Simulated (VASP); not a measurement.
# Ti (P6_3/mmc) in VASP: further runs, part 2 of 2

VASP 6.6.1.

## Step 4: Single point, PBE0

POSCAR reads:

```
Ti
1.0
    2.9500000000      0.0000000000      0.0000000000
   -1.4750000000      2.5547749412      0.0000000000
    0.0000000000      0.0000000000      4.6800000000
Ti
2
Direct
    0.6666666667      0.3333333333      0.7500000000
    0.3333333333      0.6666666667      0.2500000000
```

INCAR.step1 reads:

```
SYSTEM = Ti
  PREC = Accurate
  ENCUT = 520
  EDIFF = 1E-5
  ISMEAR = -1
  SIGMA = 0.05
  LREAL = .FALSE.
  LASPH = .TRUE.
  NELM = 100
  ALGO = Normal
  ISIF = 2
  LWAVE = .TRUE.
  NBANDS = 19
  GGA = PE
```

INCAR.step2 reads:

```
SYSTEM = Ti
  PREC = Accurate
  ENCUT = 520
  EDIFF = 1E-6
  ISMEAR = -1
  SIGMA = 0.05
  LREAL = .FALSE.
  LASPH = .TRUE.
  NELM = 100
  ALGO = Normal
  ISIF = 2
  LWAVE = .FALSE.
  LCHARG = .TRUE.
  GGA = PE
  LHFCALC = .TRUE.
  AEXX = 0.25
  PRECFOCK = Normal
  LELF = .TRUE.
  LVHAR = .TRUE.
  NBANDS = 19
  ISTART = 1
```

KPOINTS reads:

```
regular mesh
0
G
  6 6 4
  0 0 0
```

Potentials or basis: VASP PAW PBE potentials, release 64 (Ti_sv).

Run with:

```sh
cat potpaw_PBE.64/Ti_sv/POTCAR > POTCAR
cp INCAR.step1 INCAR
mpirun -np 1 vasp_std > vasp.out
cp INCAR.step2 INCAR
mpirun -np 1 vasp_std > vasp.out
```

OUTCAR:

```text
SYSTEM = Ti
   PREC = Accurate
   ENCUT = 520
   EDIFF = 1E-6
   ISMEAR = -1
   LREAL = .FALSE.
   LASPH = .TRUE.
   NELM = 100
   ISIF = 2
   GGA = PE
   LHFCALC = .TRUE.
   AEXX = 0.25
   PRECFOCK = Normal
   ISTART = 1

 ion  position               nearest neighbor table
   1  0.667  0.333  0.750-   2 2.89   2 2.89   2 2.89   2 2.89   2 2.89   2 2.89
   2  0.333  0.667  0.250-   1 2.89   1 2.89   1 2.89   1 2.89   1 2.89   1 2.89

  LATTYP: Found a hexagonal cell.
 ALAT       =     2.9500000000
 C/A-ratio  =     1.5864406780

  Lattice vectors:

 A1 = (   2.9500000000,   0.0000000000,   0.0000000000)
 A2 = (  -1.4750000000,   2.5547749412,   0.0000000000)
 A3 = (   0.0000000000,   0.0000000000,   4.6800000000)

Analysis of symmetry for initial positions (statically):
=====================================================================
 Subroutine PRICEL returns:
 Original cell was already a primitive cell.

 Routine SETGRP: Setting up the symmetry group for a
 hexagonal supercell.

 Subroutine GETGRP returns: Found 24 space group operations
 (whereof 12 operations were pure point group operations)
 out of a pool of 24 trial point group operations.
[... 165 lines left out ...]
  free energy    TOTEN  =       -20.99150972 eV

  energy without entropy =      -20.98490670  energy(sigma->0) =      -20.98820821

 E-fermi :   8.5858     XC(G=0):  -9.0203

 val. band max:        8.1443942775   @ k =   0.1667   0.0000   0.0000
 cond. band min:       8.6724192287   @ k =   0.3333   0.1667   0.5000
 fundamental gap:      0.5280249511
 Fermi energy:         8.5858022458

 k-point     1 :       0.0000    0.0000    0.0000
  band No.  band energies     occupation
      1     -54.1004      2.00000
      2     -53.9637      2.00000
      3     -29.0340      2.00000
      4     -28.3626      2.00000
      5     -28.3626      2.00000
      6     -28.3018      2.00000
[... 439 lines left out ...]
      6     -28.6385      2.00000
[... 11 lines left out ...]
     18      12.4299      0.00000
     19      16.0412      0.00000

------------------------ aborting loop because EDIFF is reached ----------------------------------------

  FORCE on cell =-STRESS in cart. coord.  units (eV):
  Direction    XX          YY          ZZ          XY          YZ          ZX
  --------------------------------------------------------------------------------------
  -------------------------------------------------------------------------------------
  Total       -1.0107559     -1.0107559     -0.5462305      0.0000000      0.0000000      0.0000000
  in kB      -45.9130696    -45.9130696    -24.8122425      0.0000000      0.0000000      0.0000000
  external PRESSURE =     -38.8794606 kB  Pullay stress =       0.0000000 kB

 VOLUME and BASIS-vectors are now :
 -----------------------------------------------------------------------------
  energy-cutoff  :      520.00
  volume of cell :       35.27
      direct lattice vectors                 reciprocal lattice vectors
     2.950000000  0.000000000  0.000000000     0.338983051  0.195711956  0.000000000
    -1.475000000  2.554774941  0.000000000     0.000000000  0.391423911  0.000000000
     0.000000000  0.000000000  4.680000000     0.000000000  0.000000000  0.213675214

 POSITION                                       TOTAL-FORCE (eV/Angst)
 -----------------------------------------------------------------------------------
      1.47500      0.85159      3.51000         0.000000      0.000000     -0.000000
     -0.00000      1.70318      1.17000        -0.000000     -0.000000      0.000000
 -----------------------------------------------------------------------------------
    total drift:                                0.000002     -0.000001      0.000005

  FREE ENERGIE OF THE ION-ELECTRON SYSTEM (eV)
  ---------------------------------------------------
  free  energy   TOTEN  =       -20.9915097160 eV

  energy  without entropy=      -20.9849066964  energy(sigma->0) =      -20.98820821
```

OSZICAR.step1:

```text
N       E                     dE             d eps       ncg     rms          rms(c)
DAV:   1     0.267004843095E+03    0.26700E+03   -0.12922E+04   798   0.155E+03
DAV:   2     0.132991475106E+02   -0.25371E+03   -0.24951E+03   825   0.441E+02
DAV:   3    -0.166189265239E+02   -0.29918E+02   -0.29599E+02  1481   0.124E+02
DAV:   4    -0.177440909648E+02   -0.11252E+01   -0.11243E+01   912   0.257E+01
DAV:   5    -0.177972132710E+02   -0.53122E-01   -0.53114E-01  1198   0.394E+00    0.117E+01
DAV:   6    -0.156621512189E+02    0.21351E+01   -0.78268E+00   917   0.279E+01    0.287E+00
DAV:   7    -0.156482167965E+02    0.13934E-01   -0.68086E-01  1157   0.594E+00    0.205E+00
DAV:   8    -0.156733515951E+02   -0.25135E-01   -0.19926E-01   897   0.514E+00    0.687E-01
DAV:   9    -0.156651021949E+02    0.82494E-02   -0.46891E-02   921   0.215E+00    0.702E-02
DAV:  10    -0.156654049275E+02   -0.30273E-03   -0.26614E-03  1155   0.306E-01    0.807E-02
DAV:  11    -0.156654788765E+02   -0.73949E-04   -0.14833E-04   905   0.878E-02    0.283E-02
DAV:  12    -0.156654662713E+02    0.12605E-04   -0.37642E-05   737   0.413E-02    0.718E-03
DAV:  13    -0.156654674135E+02   -0.11422E-05   -0.14884E-06   423   0.152E-02
   1 F= -.15665467E+02 E0= -.15651823E+02  d E =-.272889E-01
```

Run time: 65 min. Hardware: 1 thread of Intel Xeon Platinum 8259CL at 2.50GHz (Skylake/Cascade Lake), shared host; peak memory 0.17 GiB.

Results:

```
Free energy            : -20.9915 eV
Pressure               : -3.9 GPa
Band gap on the k mesh : zero (bands 12 and 13 overlap by 2.54 eV)
```

Stress tensor (GPa, compression positive):
```
-4.59  0.00  0.00
 0.00 -4.59  0.00
 0.00  0.00 -2.48
```

Caveat: the k points lie up to 0.41 Å⁻¹ apart, too coarse for converged energies and pressures of a metal; the PAW data sets were made with another functional, which shifts forces and pressure a little.

## Step 5: The runs side by side

| task | level | cell | k mesh | cutoff (eV) | grid for exact exchange (PRECFOCK) | share of exact exchange | gap on the mesh (eV) | pressure (GPa) | relaxed volume (Å³/atom) |
| --- | --- | --- | --- | --- | --- | --- | --- | --- | --- |
| relaxation of cell and atoms | PBEsol+D3(BJ) | relaxed | 10 × 10 × 6 | 600 | - | - | none | 0.0 | 15.83 |
| relaxation of cell and atoms | PBEsol+D4 | relaxed | 10 × 10 × 6 | 600 | - | - | none | 0.0 | 16.52 |
| single point | PBE0 | as given | 6 × 6 × 4 | 520 | Normal | 0.25 | none | -3.9 | - |

Alike in all rows: potentials or basis VASP PAW PBE potentials, release 64 (Ti_sv); no spin polarisation; smearing fermi-dirac 0.05 eV.

Caveats: some runs use coarse meshes; the PAW data sets were made with another functional, which shifts forces and pressure a little.

Total energies depend on the potentials used, so only differences within one code and one set of settings carry meaning.

The gap in the log of VASP goes by the Fermi energy; the results here count the filled bands.